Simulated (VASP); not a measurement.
Input of a VASP 6.6.1 run:

INCAR

```
PREC = Accurate
ENCUT = 520
EDIFF = 1E-6
ISMEAR = 0
SIGMA = 0.1
LREAL = Auto
LASPH = True
NELM = 80
ALGO = Normal
ISIF = 2
LWAVE = False
LCHARG = False
GGA = PE
IVDW = 12
NBANDS = 83
```

Contents of KPOINTS:

```
Automatic mesh
0
Gamma
  4 4 2
```

POSCAR

```
InSbMoO6
1.0
    5.1699751943      0.0000000000      0.0000000000
    0.0000000000      5.3973649662      0.0000000000
    0.0000000000      0.0000000000      9.0270797723
In Sb Mo O
2 2 2 12
Direct
    0.0000000000      0.5000000000      0.5239708513
    0.5000000000      0.0000000000      0.4760291487
    0.0000000000      0.0000000000      0.7670926761
    0.5000000000      0.5000000000      0.2329073239
    0.5000000000      0.5000000000      0.8098953970
    0.0000000000      0.0000000000      0.1901046030
    0.2194717805      0.1819634416      0.6114589634
    0.7805282195      0.8180365584      0.6114589634
    0.7194717805      0.3180365584      0.3885410366
    0.2805282195      0.6819634416      0.3885410366
    0.2506740695      0.6794731331      0.7061520892
    0.7493259305      0.3205268669      0.7061520892
    0.7506740695      0.8205268669      0.2938479108
    0.2493259305      0.1794731331      0.2938479108
    0.3461712264      0.2935408503      0.9258924167
    0.6538287736      0.7064591497      0.9258924167
    0.8461712264      0.2064591497      0.0741075833
    0.1538287736      0.7935408503      0.0741075833
```

Potentials or basis: VASP PAW PBE potentials, release 64 (In_d, Sb, Mo_sv, O).

Command:

```sh
$ cat potpaw_PBE.64/In_d/POTCAR potpaw_PBE.64/Sb/POTCAR potpaw_PBE.64/Mo_sv/POTCAR potpaw_PBE.64/O/POTCAR > POTCAR
$ mpirun -np 1 vasp_std > vasp.out
```

Question: What does it give for the dispersion energy per atom?

Answer: -0.219 eV.

Question: Predict the largest force.

Answer: 0.117 eV/Å.

Question: Predict the pressure.

Answer: 0.1 GPa.

Question: Estimate the band gap on the k mesh.

Answer: 2.42 eV, indirect (least direct gap 2.68 eV).

Stress tensor (GPa, compression positive):
```
 0.15  0.00  0.00
 0.00 -0.01  0.00
 0.00  0.00  0.17
```

Caveat: spin-orbit coupling is left out, which moves the levels of the heavy elements. A k mesh can miss the band edges.
